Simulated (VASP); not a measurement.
Set up this calculation in VASP 6.6.1, as the native input.

```
Task                   : single point
Functional             : PBE
Potentials or basis    : VASP PAW PBE potentials, release 64 (K_sv, F)
Cutoff                 : 520 eV
k mesh                 : 6 × 6 × 6
Occupations            : gaussian, width 0.01 eV
Spin                   : no spin polarisation
Dipole correction      : no
Further INCAR settings : ALGO = Normal; EDIFF = 1e-06; NBANDS = 15
```

The structure of KF lies in POSCAR:

```
KF
1.0
    3.2257999843      0.0000000000      0.0000000000
    0.0000000000      3.2257999843      0.0000000000
    0.0000000000      0.0000000000      3.2257999843
K F
1 1
Direct
    0.0000000000      0.0000000000      0.0000000000
    0.5000000000      0.5000000000      0.5000000000
```

This cell differs from its parent crystal: volume changed by -3%.

These files were run (other wordings do the same):

INCAR

```
PREC = Accurate
ENCUT = 520
EDIFF = 1E-6
ISMEAR = 0
SIGMA = 0.01
LREAL = False
LASPH = True
NELM = 80
ALGO = Normal
ISIF = 2
LWAVE = False
LCHARG = False
GGA = PE
NBANDS = 15
```

KPOINTS

```
regular mesh
0
Gamma
  6 6 6
```

Potentials or basis: VASP PAW PBE potentials, release 64 (K_sv, F).

The run is started by

```sh
$ cat potpaw_PBE.64/K_sv/POTCAR potpaw_PBE.64/F/POTCAR > POTCAR
$ mpirun -np 1 vasp_std > vasp.out
```

It gave:

| Property | Result |
| --- | --- |
| Pressure | 1.1 GPa |
| Band gap on the k mesh | 6.47 eV, indirect (least direct gap 6.52 eV) |

Run time: 4.8 s on 1 thread of Intel Xeon 6975P-C, with other jobs on the host, peak memory 0.14 GiB.
